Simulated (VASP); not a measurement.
# PbO2 (P4_2/mnm) in VASP: single point with PBE-based screened hybrid with 25 % exact exchange

Aim: the single point of PbO2 with PBE-based screened hybrid with 25 % exact exchange.

All numbers are computed with VASP 6.6.1; they aren't measurements. Logs are shortened: lines on timing, memory, paths and dates and some standing lists are left out, and cuts for length are marked.

**1. The cell of the first run**

Symmetry: P4_2/mnm, No. 136, tetragonal system. Conventional cell: a = 4.931 Å, b = 4.931 Å, c = 3.424 Å, α = 90.00°, β = 90.00°, γ = 90.00°. Within 2.8 Å of Pb (site symmetry mmm) lie 6 O at 2.14 to 2.18 Å. O (site symmetry m2m) has 3 Pb at 2.14 to 2.18 Å and 1 O at 2.69 Å within 2.8 Å.

**2. Single point, PBE-based screened hybrid with 25 % exact exchange**

POSCAR

```
PbO2
1.0
    4.9311692481      0.0000000000      0.0000000000
    0.0000000000      4.9311692481      0.0000000000
    0.0000000000      0.0000000000      3.4244993807
Pb O
2 4
Direct
    0.0000000000      0.0000000000      0.0000000000
    0.5000000000      0.5000000000      0.5000000000
    0.3070318429      0.3070318429      0.0000000000
    0.8070318429      0.1929681571      0.5000000000
    0.1929681571      0.8070318429      0.5000000000
    0.6929681571      0.6929681571      0.0000000000
```

INCAR.step1

```
  PREC = Accurate
  ENCUT = 520
  EDIFF = 1E-5
  ISMEAR = 0
  SIGMA = 0.05
  LREAL = False
  LASPH = True
  NELM = 60
  ALGO = Normal
  ISIF = 2
  LWAVE = True
  GGA = PE
  NBANDS = 35
  KPAR = 4
```

INCAR.step2

```
  PREC = Accurate
  ENCUT = 520
  EDIFF = 1E-7
  ISMEAR = 0
  SIGMA = 0.05
  LREAL = False
  LASPH = True
  NELM = 60
  ALGO = Normal
  ISIF = 2
  LWAVE = False
  LCHARG = True
  GGA = PE
  LHFCALC = True
  AEXX = 0.25
  HFSCREEN = 0.1
  PRECFOCK = Fast
  LVHAR = True
  ISTART = 1
  NBANDS = 35
  KPAR = 4
```

KPOINTS

```
regular mesh
0
Gamma
  4 4 6
```

Potentials or basis: VASP PAW PBE potentials, release 64 (Pb_d, O).

Launch:

```bash
$ cat potpaw_PBE.64/Pb_d/POTCAR potpaw_PBE.64/O/POTCAR > POTCAR
$ cp INCAR.step1 INCAR
$ mpirun -np 4 vasp_std > vasp.out
$ cp INCAR.step2 INCAR
$ mpirun -np 4 vasp_std > vasp.out
```

OUTCAR:

```text
PREC = Accurate
   ENCUT = 520
   EDIFF = 1E-7
   ISMEAR = 0
   LREAL = False
   LASPH = True
   NELM = 60
   ISIF = 2
   GGA = PE
   LHFCALC = True
   AEXX = 0.25
   HFSCREEN = 0.1
   PRECFOCK = Fast
   ISTART = 1

 ion  position               nearest neighbor table
   1  0.000  0.000  0.000-   3 2.14   6 2.14   5 2.18   4 2.18   4 2.18   5 2.18   2 3.88   2 3.88
                             2 3.88   2 3.88   2 3.88   2 3.88   2 3.88   2 3.88
   2  0.500  0.500  0.500-   4 2.14   5 2.14   3 2.18   6 2.18   3 2.18   6 2.18   1 3.88   1 3.88
                             1 3.88   1 3.88   1 3.88   1 3.88   1 3.88   1 3.88
   3  0.307  0.307  0.000-   1 2.14   2 2.18   2 2.18
   4  0.807  0.193  0.500-   2 2.14   1 2.18   1 2.18
   5  0.193  0.807  0.500-   2 2.14   1 2.18   1 2.18
   6  0.693  0.693  0.000-   1 2.14   2 2.18   2 2.18

  LATTYP: Found a simple tetragonal cell.
 ALAT       =     4.9311692481
 C/A-ratio  =     0.6944599158

  Lattice vectors:

 A1 = (   4.9311692481,   0.0000000000,   0.0000000000)
 A2 = (   0.0000000000,   4.9311692481,   0.0000000000)
 A3 = (   0.0000000000,   0.0000000000,   3.4244993807)

Analysis of symmetry for initial positions (statically):
=====================================================================
 Subroutine PRICEL returns:
 Original cell was already a primitive cell.

 Routine SETGRP: Setting up the symmetry group for a
 simple tetragonal supercell.

 Subroutine GETGRP returns: Found 16 space group operations
 (whereof  8 operations were pure point group operations)
 out of a pool of 16 trial point group operations.

The static configuration has the point symmetry D_2h.
 The point group associated with its full space group is D_4h.

Analysis of symmetry for dynamics (positions and initial velocities):
=====================================================================
 Subroutine PRICEL returns:
 Original cell was already a primitive cell.

 Routine SETGRP: Setting up the symmetry group for a
 simple tetragonal supercell.

 Subroutine GETGRP returns: Found 16 space group operations
 (whereof  8 operations were pure point group operations)
 out of a pool of 16 trial point group operations.

The dynamic configuration has the point symmetry D_2h.
 The point group associated with its full space group is D_4h.

[... 112 lines left out ...]
   ISYM   =      3    0-nonsym 1-usesym 2-fastsym
   POTIM  = 0.5000    time-step for ionic-motion
   TEBEG  =    0.0;   TEEND  =   0.0 temperature during run
   PSTRESS=    0.0 pullay stress
   NELECT =      52.0000    total number of electrons
   NUPDOWN=      -1.0000    fix difference up-down
   EMIN   =  10.00;   EMAX   =-10.00  energy-range for DOS
   EFERMI =   0.00;   METHOD = LEGACY
   ISMEAR =     0;   SIGMA  =   0.05  broadening in eV -4-tet -1-fermi 0-gaus
   EFERMI_NEDOS =   21; number of points for ismear=-14 and -15
   IALGO  =     38    algorithm
   IMIX   =      1    mixing-type and parameters
     AMIX     =   0.40;   BMIX     =  1.00
     AMIX_MAG =   1.60;   BMIX_MAG =  1.00
  volume/ion in A,a.u.               =      13.88        93.66
  Fermi-wavevector in a.u.,A,eV,Ry     =   1.399298  2.644290 26.640694  1.958036
  Thomas-Fermi vector in A             =   2.522371
   LORBIT       =      0    0 simple, 1 ext, 2 COOP (PROOUT), +10 PAW based schemes
   GGA     = PE    functional components
   LHFCALC =     T    Hartree Fock is set to
   PRECFOCK=fast      Normal, Fast or Accurate (Low or Medium for compatibility)
   ENCUT4O =  -1.0   cutoff for four orbital integrals eV
   NKREDX  =     1    reduce k-point grid by
   NKREDY  =     1    reduce k-point grid by
   NKREDZ  =     1    reduce k-point grid by
   AEXX    =    0.2500 exact exchange contribution
   HFSCREEN=    0.1000 screening length (either q_TF or 0.3 A-1)
   HFSCREENC=   0.1000 screening length for correlation (either q_TF or 0.3 A-1)
   ENCUTFOCK=  -1.0 apply spherical cutoff to Coloumb kernel
   IVDW    =     0    specifies the selected vdW correction
   LEPSILON=     F    determine dielectric tensor
   LRPA    =     F    only Hartree local field effects (RPA)
 non-spin polarized calculation
 Gauss-broadening in eV      SIGMA  =   0.05
  energy-cutoff  :      520.00
  volume of cell :       83.27
 maximum number of plane-waves:      2257
 NGX is ok and might be reduce to    40
  NGX = 20; NGY = 20; NGZ = 14

 number of electron      52.0000003 magnetization

 Free energy of the ion-electron system (eV)
  ---------------------------------------------------
  ext. energy  EPLUGINS =         0.00000000
  ---------------------------------------------------
  free energy    TOTEN  =       -42.49142446 eV

  energy without entropy =      -42.49129094  energy(sigma->0) =      -42.49135770

 E-fermi :   3.2155     XC(G=0):  -8.6157

 val. band max:        3.1322979814   @ k =   0.5000   0.0000   0.5000
 cond. band min:       3.2785847388   @ k =   0.0000   0.0000   0.0000
 fundamental gap:      0.1462867574
 Fermi energy:         3.2155052030

 k-point     1 :       0.0000    0.0000    0.0000
  band No.  band energies     occupation
      1     -16.8681      2.00000
      2     -16.6871      2.00000
      3     -15.0097      2.00000
      4     -15.0097      2.00000
      5     -13.6260      2.00000
      6     -13.3678      2.00000
[... 901 lines left out ...]
     34      15.5447      0.00000
     35      18.6848      0.00000

------------------------ aborting loop because EDIFF is reached ----------------------------------------

  FORCE on cell =-STRESS in cart. coord.  units (eV):
  Direction    XX          YY          ZZ          XY          YZ          ZX
  --------------------------------------------------------------------------------------
  -------------------------------------------------------------------------------------
  Total       -0.0618740     -0.0618740     -1.7588132     -0.0000000      0.0000000      0.0000000
  in kB       -1.1904795     -1.1904795    -33.8402361     -0.0000000      0.0000000      0.0000000
  external PRESSURE =     -12.0737317 kB  Pullay stress =       0.0000000 kB

 VOLUME and BASIS-vectors are now :
 -----------------------------------------------------------------------------
  energy-cutoff  :      520.00
  volume of cell :       83.27
      direct lattice vectors                 reciprocal lattice vectors
     4.931169248  0.000000000  0.000000000     0.202791660  0.000000000  0.000000000
     0.000000000  4.931169248  0.000000000     0.000000000  0.202791660  0.000000000
     0.000000000  0.000000000  3.424499381     0.000000000  0.000000000  0.292013485

 POSITION                                       TOTAL-FORCE (eV/Angst)
 -----------------------------------------------------------------------------------
      0.00000      0.00000      0.00000        -0.000000     -0.000000     -0.000000
      2.46558      2.46558      1.71225        -0.000000     -0.000000     -0.000000
      1.51403      1.51403      0.00000         0.038933      0.038933     -0.000000
      3.97961      0.95156      1.71225         0.038933     -0.038933      0.000000
      0.95156      3.97961      1.71225        -0.038933      0.038933     -0.000000
      3.41714      3.41714      0.00000        -0.038933     -0.038933     -0.000000
 -----------------------------------------------------------------------------------
    total drift:                                0.000001      0.000009     -0.000003

  FREE ENERGIE OF THE ION-ELECTRON SYSTEM (eV)
  ---------------------------------------------------
  free  energy   TOTEN  =       -42.4914244595 eV

  energy  without entropy=      -42.4912909354  energy(sigma->0) =      -42.49135770
```

OUTCAR.step1:

```text
PREC = Accurate
   ENCUT = 520
   EDIFF = 1E-5
   ISMEAR = 0
   LREAL = False
[... 1151 lines left out ...]
      1.51403      1.51403      0.00000        -0.007988     -0.007988      0.000000
      3.97961      0.95156      1.71225        -0.007988      0.007988     -0.000000
      0.95156      3.97961      1.71225         0.007988     -0.007988      0.000000
      3.41714      3.41714      0.00000         0.007988      0.007988     -0.000000
 -----------------------------------------------------------------------------------
    total drift:                               -0.000000      0.000000     -0.000000

  FREE ENERGIE OF THE ION-ELECTRON SYSTEM (eV)
  ---------------------------------------------------
  free  energy   TOTEN  =       -31.7241623244 eV

  energy  without entropy=      -31.7241299860  energy(sigma->0) =      -31.72414616
```

OSZICAR.step1:

```text
N       E                     dE             d eps       ncg     rms          rms(c)
DAV:   1     0.690609106830E+03    0.69061E+03   -0.25851E+04  1680   0.181E+03
DAV:   2     0.592086398101E+02   -0.63140E+03   -0.59958E+03  1803   0.505E+02
DAV:   3    -0.327548792750E+02   -0.91964E+02   -0.89012E+02  2018   0.209E+02
DAV:   4    -0.373866525527E+02   -0.46318E+01   -0.45898E+01  2109   0.492E+01
DAV:   5    -0.375444045063E+02   -0.15775E+00   -0.15754E+00  2197   0.942E+00    0.142E+01
DAV:   6    -0.317154528266E+02    0.58290E+01   -0.17793E+01  2544   0.515E+01    0.442E+00
DAV:   7    -0.317559810963E+02   -0.40528E-01   -0.16939E+00  1903   0.936E+00    0.276E+00
DAV:   8    -0.317497671092E+02    0.62140E-02   -0.36191E-01  2608   0.604E+00    0.116E+00
DAV:   9    -0.317225980085E+02    0.27169E-01   -0.78041E-02  2607   0.383E+00    0.121E-01
DAV:  10    -0.317242134400E+02   -0.16154E-02   -0.10130E-02  1889   0.540E-01    0.123E-01
DAV:  11    -0.317241709565E+02    0.42484E-04   -0.31435E-04  2594   0.180E-01    0.438E-02
DAV:  12    -0.317241623244E+02    0.86320E-05   -0.58694E-05  2360   0.550E-02
   1 F= -.31724162E+02 E0= -.31724146E+02  d E =-.323384E-04
```

Run time: 45 min. Hardware: 4 MPI ranks of AMD EPYC 7R13 (Zen 3), shared host; peak memory 0.33 GiB.

Results:

- Free energy: -42.4914 eV
- Pressure: -1.2 GPa
- Largest force: 0.055 eV/Å
- Band gap on the k mesh: 0.15 eV (least direct gap 0.33 eV)

Forces on the atoms (eV/Å):
```
Pb   0.000  0.000  0.000
Pb   0.000  0.000  0.000
O    0.039  0.039  0.000
O    0.039 -0.039  0.000
O   -0.039  0.039  0.000
O   -0.039 -0.039  0.000
```

Stress tensor (GPa, compression positive):
```
-0.12  0.00  0.00
 0.00 -0.12  0.00
 0.00  0.00 -3.38
```

Caveat: the PAW data sets were made with another functional, which shifts forces and pressure a little; spin-orbit coupling is left out, which moves the levels of the heavy elements. A k mesh can miss the band edges.
